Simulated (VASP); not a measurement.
Wanted: the native input for a VASP 6.6.1 run.

```
Task                   : relaxation of cell and atoms
Functional             : r2SCAN
Potentials or basis    : VASP PAW PBE potentials, release 64 (S)
Cutoff                 : 550 eV
k mesh                 : 7 × 7 × 7
Occupations            : methfessel-paxton, width 0.05 eV
Spin                   : no spin polarisation
Target pressure        : 45 GPa
Dipole correction      : no
Further INCAR settings : ALGO = Normal; EDIFF = 1e-07; IBRION = 2; EDIFFG = -0.01; NSW = 80; ISIF = 3
```

S:

```
S
1.0
     0.00000    2.10000    2.10000
     2.10000    0.00000    2.10000
     2.10000    2.10000    0.00000
S
1
Direct
  0.00000 0.00000 0.00000
```

This isn't the form of S at room conditions, which is orthorhombic, of S8 rings.

One way to write it, as run:

POSCAR

```
S
1.0
    0.0000000000      2.1000000000      2.1000000000
    2.1000000000      0.0000000000      2.1000000000
    2.1000000000      2.1000000000      0.0000000000
S
1
Direct
    0.0000000000      0.0000000000      0.0000000000
```

INCAR.step1

```
PREC = Accurate ; ENCUT = 550
ISMEAR = 1 ; SIGMA = 0.05
LREAL = F ; LASPH = T
NELM = 120 ; GGA = PE
ALGO = Normal ; EDIFF = 1E-5
LWAVE = T ; LCHARG = F
GGA_COMPAT = F ; IBRION = 2
ISIF = 3 ; EDIFFG = -0.005
NELMIN = 4 ; NSW = 100
```

INCAR.step2

```
PREC = Accurate ; ENCUT = 550
EDIFF = 1E-7 ; ISMEAR = 1
SIGMA = 0.05 ; LREAL = F
LASPH = T ; NELM = 120
ALGO = Normal ; ISIF = 3
LWAVE = F ; LCHARG = F
METAGGA = R2SCAN ; LMIXTAU = T
IBRION = 2 ; NSW = 80
EDIFFG = -0.01 ; PSTRESS = 450.0
ISTART = 1 ; GGA_COMPAT = F
NELMIN = 4
```

KPOINTS

```
regular mesh
0
Gamma
  7 7 7
```

Potentials or basis: VASP PAW PBE potentials, release 64 (S).

Launch:

```sh
$ cat potpaw_PBE.64/S/POTCAR > POTCAR
$ cp INCAR.step1 INCAR
$ mpirun -np 1 vasp_std > vasp.out
$ cp INCAR.step2 INCAR
$ mpirun -np 1 vasp_std > vasp.out
```

Results of the run:

```
Relaxed volume                                             : 11.84 Å³/atom
Relaxed cell                                               : a = 2.559 Å, b = 2.559 Å, c = 2.559 Å, α = 60.00°, β = 60.00°, γ = 60.00°
Space group after relaxing (to 0.1 Å)                      : Fm-3m (No. 225)
Energy change on relaxing (the run minimises the enthalpy) : +392.9 meV/atom
Ionic steps                                                : 16
Pressure after relaxing                                    : 45.0 GPa
Band gap on the k mesh                                     : zero (bands 3 and 4 overlap by 8.13 eV)
```

Caveat: the k points lie up to 0.43 Å⁻¹ apart in the final cell, too coarse for converged energies and pressures of a metal; the cell is relaxed towards a set pressure, so the run minimises the enthalpy, not the energy; the volume moved by over 15 % at a fixed basis, so the end points are rough; the PAW data sets were made with another functional, which shifts forces and pressure a little.

Run time: 120 s on 1 thread of Intel(R) Xeon(R) Platinum 8375C CPU @ 2.90GHz (Ice Lake), on a shared host, peak memory 0.14 GiB.
